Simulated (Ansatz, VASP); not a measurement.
## One calculation of SrO, two programs

The input INCAR:

```
  PREC = Accurate
  ENCUT = 520
  EDIFF = 1E-6
  ISMEAR = 0
  SIGMA = 0.05
  LREAL = False
  LASPH = True
  NELM = 100
  ALGO = Normal
  ISIF = 2
  LWAVE = False
  LCHARG = False
  GGA = PE
  NBANDS = 15
```

KPOINTS

```
Automatic mesh
0
Gamma
  8 8 8
```

File POSCAR:

```
SrO
1.0
    0.0000000000      2.5698000000      2.5698000000
    2.5698000000      0.0000000000      2.5698000000
    2.5698000000      2.5698000000      0.0000000000
Sr O
1 1
Direct
    0.0486419177      0.0486419177     -0.0486419177
    0.5000000000      0.5000000000      0.5000000000
```

Input for Ansatz:

```yaml
crystal:
  lattice:
    - [0.0, 2.5698, 2.5698]
    - [2.5698, 0.0, 2.5698]
    - [2.5698, 2.5698, 0.0]
  atoms:
    - { symbol: Sr, position: [0.0486419177, 0.0486419177, -0.0486419177] }
    - { symbol: O, position: [0.5, 0.5, 0.5] }
basis:
  ecutwfc: 420
kpoints:
  mp_grid: { grid: [8, 8, 8] }
hamiltonian:
  xc: pbe
scf:
  occupations: { method: gaussian, width: 0.05 }
output:
  forces: true
  stress: true
  eigenvalues: true
```

Change from the starting cell: all Sr atoms moved -0.250 Å, as atom 1 towards its neighbour atom 2 (O) at 2.570 Å.

Alike in both runs: task single point; functional PBE; k mesh 8 × 8 × 8; occupations gaussian, width 0.05 eV; no spin polarisation.

```csv
,VASP,Ansatz
version,VASP 6.6.1,Ansatz 0.2.0
potentials or method,"VASP PAW PBE potentials, release 64 (Sr_sv, O), cutoff 520 eV","scalar-relativistic, plane waves, PAW"
valence electrons in the cell,16,16
```

```csv
,VASP,Ansatz,Ansatz less VASP
gap on the k mesh at the Fermi level (eV),3.37,3.41,+0.038
least direct gap on the mesh (eV),3.40,3.44,+0.037
pressure (GPa),5.4,4.7,-0.67
"traceless stress, the component that is largest in VASP (GPa)",5.00,4.72,-0.284
rms of the force components (eV/Å),0.497,0.468,-0.0294
```

Atom by atom the forces differ by 0.029 eV/Å (rms over components).
